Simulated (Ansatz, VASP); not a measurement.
Au in VASP and in Ansatz

```
CELL_PARAMETERS angstrom
-1.66300 1.66300 1.66300
1.66300 -1.66300 1.66300
1.66300 1.66300 -1.66300
ATOMIC_POSITIONS crystal
Au 0.00000 0.00000 0.00000
```

Alike in both runs: task single point; functional revPBE; k mesh 15 × 15 × 15; occupations fermi-dirac, width 0.1 eV; no spin polarisation.

```csv
,VASP,Ansatz
version,VASP 6.6.1,Ansatz 0.2.0
potentials or method,"VASP PAW PBE potentials, release 64 (Au), cutoff 520 eV","plane waves (420 eV) with PAW, scalar-relativistic"
valence electrons in the cell,11,19
```

```csv
,VASP,Ansatz,Ansatz less VASP
pressure (GPa),0.1,0.3,+0.20
```

VASP's potentials were made for PBE, not for revPBE. With one functional, cell and mesh, what is left measures potentials, basis and numerics. VASP's potentials hold 11 valence electrons a cell and Ansatz's 19, so a difference there can come from the potentials and not from the codes.

Spin-orbit coupling is off throughout.
